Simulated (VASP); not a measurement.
Input of a VASP 6.6.1 run:

INCAR

```
PREC = Accurate
ENCUT = 520
EDIFF = 1E-6
ISMEAR = 0
SIGMA = 0.05
LREAL = False
LASPH = True
NELM = 80
ALGO = Fast
ISIF = 2
LWAVE = False
LCHARG = True
GGA = PE
LELF = True
LVHAR = True
NBANDS = 58
```

The input KPOINTS:

```
regular mesh
0
Gamma
  6 6 2
```

The input POSCAR:

```
Lu
1.0
    3.4918683764      0.0000000000      0.0000000000
   -1.7459341882      3.0240467206      0.0000000000
    0.0000000000      0.0000000000     10.9725282930
Lu
4
Direct
    0.0000000000      0.0000000000      0.0000000000
    0.0000000000      0.0000000000      0.5000000000
    0.3333333333      0.6666666667      0.2500000000
    0.6666666667      0.3333333333      0.7500000000
```

Potentials or basis: VASP PAW PBE potentials, release 64 (Lu).

Launch:

```sh
$ cat potpaw_PBE.64/Lu/POTCAR > POTCAR
$ mpirun -np 1 vasp_std > vasp.out
```

(1) Predict the band gap on the k mesh.

(2) Estimate the pressure.

Results:

(1) zero (band 50 reaches 3.38 eV, above the bottom of band 51 at 1.70 eV).

(2) -3.0 GPa.

Caveat: spin-orbit coupling is left out, which moves the levels of the heavy elements.
